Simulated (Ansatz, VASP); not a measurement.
Two plane-wave programs on TiO

```xyz
2
Lattice="2.8034 0.0000 0.0000 -1.4017 2.4279 0.0000 0.0000 0.0000 2.8186" Properties=species:S:1:pos:R:3 pbc="T T T"
Ti    1.4017    0.8093    0.0000
O     0.0000    0.0000    1.4093
```

Alike in both runs: functional r2SCAN; k mesh 12 × 12 × 12; occupations gaussian, width 0.01 eV; no spin polarisation.

Ansatz relaxed the structure, and its values are those at the end. VASP's run is a single point on that final structure, the one shown.

|  | VASP | Ansatz |
| --- | --- | --- |
| version | VASP 6.6.1 | Ansatz 0.2.0 |
| potentials or method | VASP PAW PBE potentials, release 64 (Ti_sv, O), cutoff 520 eV | scalar-relativistic, plane waves, PAW |
| valence electrons in the cell | 18 | 18 |

```csv
,VASP,Ansatz,Ansatz less VASP
gap on the k mesh at the Fermi level (eV),none,none,-
pressure (GPa),1.8,0.0,-1.82
```

VASP's potentials were made for PBE, not for r2SCAN. A gap of «none» marks a metal or a gap that the smearing closes.
